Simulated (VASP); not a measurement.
# Ru (Fd-3m) in VASP: notebook, part 2 of 2

VASP 6.6.1. Earlier steps stand in the parts before.

## Step 3: Single point, r2SCAN, collinear spin, ferromagnetic start (volume scaled by 0.96)

POSCAR

```
Ru
1.0
    0.0000000000      2.6699874371      2.6699874371
    2.6699874371      0.0000000000      2.6699874371
    2.6699874371      2.6699874371      0.0000000000
Ru
2
Direct
    0.1250000000      0.1250000000      0.1250000000
    0.8750000000      0.8750000000      0.8750000000
```

INCAR.step1

```
PREC = Accurate
ENCUT = 520
ISMEAR = -1
SIGMA = 0.05
LREAL = False
LASPH = True
NELM = 150
ISPIN = 2
MAGMOM = 1 1
LMAXMIX = 4
NBANDS = 25
GGA = PE
ALGO = Normal
EDIFF = 1E-4
LWAVE = True
LCHARG = False
```

INCAR.step2

```
PREC = Accurate
ENCUT = 520
EDIFF = 1E-6
ISMEAR = -1
SIGMA = 0.05
LREAL = False
LASPH = True
NELM = 150
ALGO = Normal
ISIF = 2
LWAVE = False
LCHARG = True
ISPIN = 2
MAGMOM = 1 1
LORBIT = 11
LMAXMIX = 4
METAGGA = R2SCAN
LMIXTAU = True
LELF = True
LVHAR = True
NBANDS = 25
ISTART = 1
```

KPOINTS

```
Automatic mesh
0
Gamma
  11 11 11
```

Potentials or basis: VASP PAW PBE potentials, release 64 (Ru_pv).

Launch:

```bash
> cat potpaw_PBE.64/Ru_pv/POTCAR > POTCAR
> cp INCAR.step1 INCAR
> mpirun -np 1 vasp_std > vasp.out
> cp INCAR.step2 INCAR
> mpirun -np 1 vasp_std > vasp.out
```

OUTCAR:

```text
PREC = Accurate
   ENCUT = 520
   EDIFF = 1E-6
   ISMEAR = -1
   LREAL = False
   LASPH = True
   NELM = 150
   ISIF = 2
   ISPIN = 2
   LORBIT = 11
   METAGGA = R2SCAN
   ISTART = 1

 ion  position               nearest neighbor table
   1  0.125  0.125  0.125-   2 2.31   2 2.31   2 2.31   2 2.31
   2  0.875  0.875  0.875-   1 2.31   1 2.31   1 2.31   1 2.31

  LATTYP: Found a face centered cubic cell.
 ALAT       =     5.3399748742

  Lattice vectors:

 A1 = (   0.0000000000,   2.6699874371,   2.6699874371)
 A2 = (   2.6699874371,   0.0000000000,   2.6699874371)
 A3 = (   2.6699874371,   2.6699874371,   0.0000000000)

Analysis of symmetry for initial positions (statically):
=====================================================================
 Subroutine PRICEL returns:
 Original cell was already a primitive cell.

 Routine SETGRP: Setting up the symmetry group for a
 face centered cubic supercell.

 Subroutine GETGRP returns: Found 48 space group operations
 (whereof 12 operations were pure point group operations)
 out of a pool of 48 trial point group operations.

The static configuration has the point symmetry D_3d.
 The point group associated with its full space group is O_h .

Analysis of symmetry for dynamics (positions and initial velocities):
=====================================================================
 Subroutine PRICEL returns:
 Original cell was already a primitive cell.

 Routine SETGRP: Setting up the symmetry group for a
 face centered cubic supercell.

 Subroutine GETGRP returns: Found 48 space group operations
 (whereof 12 operations were pure point group operations)
 out of a pool of 48 trial point group operations.

The dynamic configuration has the point symmetry D_3d.
 The point group associated with its full space group is O_h .

Analysis of structural, dynamic, and magnetic symmetry:
=====================================================================
 Subroutine PRICEL returns:
 Original cell was already a primitive cell.

 Routine SETGRP: Setting up the symmetry group for a
 face centered cubic supercell.

 Subroutine GETGRP returns: Found 48 space group operations
 (whereof 12 operations were pure point group operations)
 out of a pool of 48 trial point group operations.

The overall configuration has the point symmetry D_3d.
 The point group associated with its full space group is O_h .

 Subroutine INISYM returns: Found 48 space group operations
 (whereof 12 operations are pure point group operations),
 and found     1 'primitive' translations

----------------------------------------------------------------------------------------

                                     Primitive cell

  volume of cell :      38.0678

  direct lattice vectors                    reciprocal lattice vectors
     0.000000000  2.669987437  2.669987437    -0.187266799  0.187266799  0.187266799
     2.669987437  0.000000000  2.669987437     0.187266799 -0.187266799  0.187266799
     2.669987437  2.669987437  0.000000000     0.187266799  0.187266799 -0.187266799

  length of vectors
     3.775932445  3.775932445  3.775932445     0.324355610  0.324355610  0.324355610

  position of ions in fractional coordinates (direct lattice)
[... 65 lines left out ...]
   dimension x,y,z NGXF=    56 NGYF=   56 NGZF=   56
   ions per type =               2
   NGX,Y,Z   is equivalent  to a cutoff of  12.33, 12.33, 12.33 a.u.
   NGXF,Y,Z  is equivalent  to a cutoff of  24.66, 24.66, 24.66 a.u.
 SYSTEM =  unknown system
   PREC   = accura    normal or accurate (medium, high low for compatibility)
   ISTART =      1    job   : 0-new  1-cont  2-samecut
   ICHARG =      0    charge: 1-file 2-atom 10-const
   ISPIN  =      2    spin polarized calculation?
   LNONCOLLINEAR =      F non collinear calculations
   LSORBIT =      F    spin-orbit coupling
   LASPH  =      T    aspherical Exc in radial PAW
   ENCUT  =  520.0 eV  38.22 Ry    6.18 a.u.   7.02  7.02  7.02*2*pi/ulx,y,z
   NELM   =    150;   NELMIN=  2; NELMDL=  0     # of ELM steps
   EDIFF  = 0.1E-05   stopping-criterion for ELM
   LREAL  =      F    real-space projection
   EDIFFG = 0.1E-04   stopping-criterion for IOM
   NSW    =      0    number of steps for IOM
   IBRION =     -1    ionic relax: 0-MD 1-quasi-New 2-CG
   NFREE  =      0    steps in history (QN), initial steepest desc. (CG)
   ISIF   =      2    stress and relaxation
   ISYM   =      2    0-nonsym 1-usesym 2-fastsym
   POTIM  = 0.5000    time-step for ionic-motion
   TEBEG  =    0.0;   TEEND  =   0.0 temperature during run
   PSTRESS=    0.0 pullay stress
   NELECT =      28.0000    total number of electrons
   NUPDOWN=      -1.0000    fix difference up-down
   EMIN   =  10.00;   EMAX   =-10.00  energy-range for DOS
   EFERMI =   0.00;   METHOD = LEGACY
   ISMEAR =    -1;   SIGMA  =   0.05  broadening in eV -4-tet -1-fermi 0-gaus
   EFERMI_NEDOS =   21; number of points for ismear=-14 and -15
   IALGO  =     38    algorithm
   IMIX   =      4    mixing-type and parameters
     AMIX     =   0.40;   BMIX     =  1.00
     AMIX_MAG =   1.60;   BMIX_MAG =  1.00
  volume/ion in A,a.u.               =      19.03       128.45
  Fermi-wavevector in a.u.,A,eV,Ry     =   1.477775  2.792590 29.712657  2.183819
  Thomas-Fermi vector in A             =   2.592138
   LORBIT       =     11    0 simple, 1 ext, 2 COOP (PROOUT), +10 PAW based schemes
   METAGGA = R2SCAN    functional components
   LHFCALC =     F    Hartree Fock is set to
   AEXX    =    0.0000 exact exchange contribution
   IVDW    =     0    specifies the selected vdW correction
   LEPSILON=     F    determine dielectric tensor
   LRPA    =     F    only Hartree local field effects (RPA)
 spin polarized calculation
  energy-cutoff  :      520.00
  volume of cell :       38.07
 maximum number of plane-waves:      1036
   NGX = 13   NGY = 13   NGZ = 13

 number of electron      28.0000003 magnetization      -0.0000012

 number of electron      28.0000003 magnetization       0.0000006

 Free energy of the ion-electron system (eV)
  ---------------------------------------------------
  ext. energy  EPLUGINS =         0.00000000
  ---------------------------------------------------
  free energy    TOTEN  =       -48.49723643 eV

  energy without entropy =      -48.48255082  energy(sigma->0) =      -48.48989362

 E-fermi :   7.7968     XC(G=0): -12.5000

 val. band max:        7.7824699615   @ k =  -0.4545   0.0909   0.0000
 cond. band min:       7.8471881830   @ k =   0.3636   0.2727   0.0909
 fundamental gap:      0.0647182215
 Fermi energy:         7.7967623070

 spin component 1

 k-point     1 :       0.0000    0.0000    0.0000
  band No.  band energies     occupation
      1     -36.9464      1.00000
      2     -36.9464      1.00000
      3     -36.9464      1.00000
      4     -35.8262      1.00000
      5     -35.8262      1.00000
      6     -35.8262      1.00000
[... 661 lines left out ...]
     24      22.7170      0.00000
     25      22.9362      0.00000

 [... further k-points ...]

 spin component 2

 k-point     1 :       0.0000    0.0000    0.0000
  band No.  band energies     occupation
      1     -36.9464      1.00000
      2     -36.9464      1.00000
      3     -36.9464      1.00000
      4     -35.8262      1.00000
      5     -35.8262      1.00000
      6     -35.8262      1.00000
[... 661 lines left out ...]
     24      22.7170      0.00000
     25      22.9362      0.00000

 [... further k-points ...]
[... 5 lines left out ...]
  --------------------------------------------------------------------------------------
  -------------------------------------------------------------------------------------
  Total        2.1575286      2.1575286      2.1575286     -0.0000000      0.0000000     -0.0000000
  in kB       90.8049442     90.8049442     90.8049442     -0.0000000      0.0000000     -0.0000000
  external PRESSURE =      90.8049442 kB  Pullay stress =       0.0000000 kB

 VOLUME and BASIS-vectors are now :
 -----------------------------------------------------------------------------
  energy-cutoff  :      520.00
  volume of cell :       38.07
      direct lattice vectors                 reciprocal lattice vectors
     0.000000000  2.669987437  2.669987437    -0.187266799  0.187266799  0.187266799
     2.669987437  0.000000000  2.669987437     0.187266799 -0.187266799  0.187266799
     2.669987437  2.669987437  0.000000000     0.187266799  0.187266799 -0.187266799

 POSITION                                       TOTAL-FORCE (eV/Angst)
 -----------------------------------------------------------------------------------
      0.66750      0.66750      0.66750        -0.000000     -0.000000     -0.000000
      4.67248      4.67248      4.67248         0.000000      0.000000      0.000000
 -----------------------------------------------------------------------------------
    total drift:                                0.000000     -0.000000     -0.000000

  FREE ENERGIE OF THE ION-ELECTRON SYSTEM (eV)
  ---------------------------------------------------
  free  energy   TOTEN  =       -48.4972364291 eV

  energy  without entropy=      -48.4825508186  energy(sigma->0) =      -48.48989362

 total charge

# of ion       s       p       d       tot
------------------------------------------
    1        0.474   6.232   6.168  12.874
    2        0.474   6.232   6.168  12.874
--------------------------------------------------
tot          0.949  12.464  12.335  25.748

 magnetization (x)

# of ion       s       p       d       tot
------------------------------------------
    1       -0.000   0.000   0.000   0.000
    2       -0.000   0.000   0.000   0.000
--------------------------------------------------
tot         -0.000   0.000   0.000   0.000
```

It took 4.2 min on 1 thread of Intel Xeon Platinum 8259CL at 2.50GHz (Skylake/Cascade Lake), shared host; peak memory 0.23 GiB.

What came out:

```yaml
Free_energy: -48.4972 eV
Pressure: 9.1 GPa
Band_gap_on_the_k_mesh: zero (filled and empty bands overlap)
Net_moment: 0.00 μB per cell
Valence_electrons_inside_the_program's_atomic_spheres: Ru 12.87
```

Caveat: the PAW data sets were made with another functional, which shifts forces and pressure a little.

## Step 4: Single point, r2SCAN, collinear spin, ferromagnetic start (volume scaled by 1.08)

POSCAR

```
Ru
1.0
    0.0000000000      2.7768987437      2.7768987437
    2.7768987437      0.0000000000      2.7768987437
    2.7768987437      2.7768987437      0.0000000000
Ru
2
Direct
    0.1250000000      0.1250000000      0.1250000000
    0.8750000000      0.8750000000      0.8750000000
```

INCAR.step1

```
  PREC = Accurate
  ENCUT = 520
  ISMEAR = -1
  SIGMA = 0.05
  LREAL = False
  LASPH = True
  NELM = 150
  ISPIN = 2
  MAGMOM = 1 1
  LMAXMIX = 4
  NBANDS = 25
  GGA = PE
  ALGO = Normal
  EDIFF = 1E-4
  LWAVE = True
  LCHARG = False
```

INCAR.step2

```
  PREC = Accurate
  ENCUT = 520
  EDIFF = 1E-6
  ISMEAR = -1
  SIGMA = 0.05
  LREAL = False
  LASPH = True
  NELM = 150
  ALGO = Normal
  ISIF = 2
  LWAVE = False
  LCHARG = False
  ISPIN = 2
  MAGMOM = 1 1
  LORBIT = 11
  LMAXMIX = 4
  METAGGA = R2SCAN
  LMIXTAU = True
  NBANDS = 25
  ISTART = 1
```

KPOINTS

```
Automatic mesh
0
Gamma
  16 16 16
```

Potentials or basis: VASP PAW PBE potentials, release 64 (Ru_pv).

Launch:

```bash
> cat potpaw_PBE.64/Ru_pv/POTCAR > POTCAR
> cp INCAR.step1 INCAR
> mpirun -np 1 vasp_std > vasp.out
> cp INCAR.step2 INCAR
> mpirun -np 1 vasp_std > vasp.out
```

OUTCAR:

```text
PREC = Accurate
   ENCUT = 520
   EDIFF = 1E-6
   ISMEAR = -1
   LREAL = False
   LASPH = True
   NELM = 150
   ISIF = 2
   ISPIN = 2
   LORBIT = 11
   METAGGA = R2SCAN
   ISTART = 1

 ion  position               nearest neighbor table
   1  0.125  0.125  0.125-   2 2.40   2 2.40   2 2.40   2 2.40
   2  0.875  0.875  0.875-   1 2.40   1 2.40   1 2.40   1 2.40

  LATTYP: Found a face centered cubic cell.
 ALAT       =     5.5537974874

  Lattice vectors:

 A1 = (   0.0000000000,   2.7768987437,   2.7768987437)
 A2 = (   2.7768987437,   0.0000000000,   2.7768987437)
 A3 = (   2.7768987437,   2.7768987437,   0.0000000000)

Analysis of symmetry for initial positions (statically):
=====================================================================
 Subroutine PRICEL returns:
 Original cell was already a primitive cell.

 Routine SETGRP: Setting up the symmetry group for a
 face centered cubic supercell.

 Subroutine GETGRP returns: Found 48 space group operations
 (whereof 12 operations were pure point group operations)
[... 865 lines left out ...]

 spin component 2

 k-point     1 :       0.0000    0.0000    0.0000
  band No.  band energies     occupation
      1     -38.1147      1.00000
      2     -38.1147      1.00000
      3     -38.1147      1.00000
      4     -37.2995      1.00000
      5     -37.2995      1.00000
      6     -37.2995      1.00000
[... 661 lines left out ...]
     24      19.8882      0.00000
     25      21.0163      0.00000

 [... further k-points ...]
[... 5 lines left out ...]
  --------------------------------------------------------------------------------------
  -------------------------------------------------------------------------------------
  Total       -2.9160004     -2.9160004     -2.9160004     -0.0000000     -0.0000000      0.0000000
  in kB     -109.0907759   -109.0907759   -109.0907759     -0.0000000     -0.0000000      0.0000000
  external PRESSURE =    -109.0907759 kB  Pullay stress =       0.0000000 kB

 VOLUME and BASIS-vectors are now :
 -----------------------------------------------------------------------------
  energy-cutoff  :      520.00
  volume of cell :       42.83
      direct lattice vectors                 reciprocal lattice vectors
     0.000000000  2.776898744  2.776898744    -0.180056979  0.180056979  0.180056979
     2.776898744  0.000000000  2.776898744     0.180056979 -0.180056979  0.180056979
     2.776898744  2.776898744  0.000000000     0.180056979  0.180056979 -0.180056979

 POSITION                                       TOTAL-FORCE (eV/Angst)
 -----------------------------------------------------------------------------------
      0.69422      0.69422      0.69422         0.000000     -0.000000     -0.000000
      4.85957      4.85957      4.85957        -0.000000      0.000000      0.000000
 -----------------------------------------------------------------------------------
    total drift:                               -0.000000      0.000000      0.000000

  FREE ENERGIE OF THE ION-ELECTRON SYSTEM (eV)
  ---------------------------------------------------
  free  energy   TOTEN  =       -48.4389309763 eV

  energy  without entropy=      -48.4234634538  energy(sigma->0) =      -48.43119722

 total charge

# of ion       s       p       d       tot
------------------------------------------
    1        0.437   6.184   6.047  12.668
    2        0.437   6.184   6.047  12.668
--------------------------------------------------
tot          0.874  12.368  12.094  25.337

 magnetization (x)

# of ion       s       p       d       tot
------------------------------------------
    1       -0.000  -0.000   0.000   0.000
    2       -0.000  -0.000   0.000   0.000
--------------------------------------------------
tot         -0.000  -0.000   0.000   0.000
```

OUTCAR.step1:

```text
PREC = Accurate
   ENCUT = 520
   ISMEAR = -1
   LREAL = False
   LASPH = True
[... 1591 lines left out ...]
      0.69422      0.69422      0.69422         0.000000      0.000000      0.000000
      4.85957      4.85957      4.85957        -0.000000     -0.000000     -0.000000
 -----------------------------------------------------------------------------------
    total drift:                               -0.000000      0.000000      0.000000

  FREE ENERGIE OF THE ION-ELECTRON SYSTEM (eV)
  ---------------------------------------------------
  free  energy   TOTEN  =       -16.0456064423 eV

  energy  without entropy=      -16.0290182132  energy(sigma->0) =      -16.03731233
```

Run time: 12 min. Hardware: 1 thread of Intel Xeon 6975P-C (Granite Rapids), shared host; peak memory 0.34 GiB.

What came out:

```yaml
Free_energy: -48.4389 eV
Pressure: -10.9 GPa
Band_gap_on_the_k_mesh: zero (filled and empty bands overlap)
Net_moment: 0.00 μB per cell
Valence_electrons_inside_the_program's_atomic_spheres: Ru 12.67
```

Caveat: the PAW data sets were made with another functional, which shifts forces and pressure a little.

## Step 5: The runs side by side

| cell | k mesh | gap on the mesh (eV) | pressure (GPa) | moment (μB) |
| --- | --- | --- | --- | --- |
| a = 3.723 Å, angles 60.0°, 2 atoms | 11 × 11 × 11 | none | 19.4 | 0.00 |
| a = 3.776 Å, angles 60.0°, 2 atoms | 11 × 11 × 11 | none | 9.1 | 0.00 |
| a = 3.927 Å, angles 60.0°, 2 atoms | 16 × 16 × 16 | none | -10.9 | 0.00 |

Alike in all rows: task single point; level r2SCAN; potentials or basis VASP PAW PBE potentials, release 64 (Ru_pv); spin collinear, ferromagnetic start; cutoff (eV) 520; smearing fermi-dirac 0.05 eV.

Caveats: the PAW data sets were made with another functional, which shifts forces and pressure a little.

Absolute energies hang on the potentials; compare differences alone.
